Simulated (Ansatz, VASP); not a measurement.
## NaIr in VASP and in Ansatz

```
Na Ir
1.0
     3.23126    0.00000    0.00000
     0.00000    3.23126    0.00000
     0.00000    0.00000    3.23126
Na Ir
1 1
Cartesian
  0.0000 0.0000 0.0000
  1.6156 1.6156 1.6156
```

Alike in both runs: functional PBE; k mesh 11 × 11 × 11; occupations fermi-dirac, width 0.05 eV; no spin polarisation.

Ansatz relaxed the structure, and its values are those at the end. VASP's run is a single point on that final structure, the one shown.

|  | VASP | Ansatz |
| --- | --- | --- |
| version | VASP 6.6.1 | Ansatz 0.2.0 |
| potentials or method | VASP PAW PBE potentials, release 64 (Na_pv, Ir), cutoff 520 eV | all-electron LAPW, scalar-relativistic |

```tsv
	VASP	Ansatz	Ansatz less VASP
pressure (GPa)	0.2	0.0	-0.14
```

Ansatz ran all-electron here, and VASP with PAW potentials.

Spin-orbit coupling is off throughout.
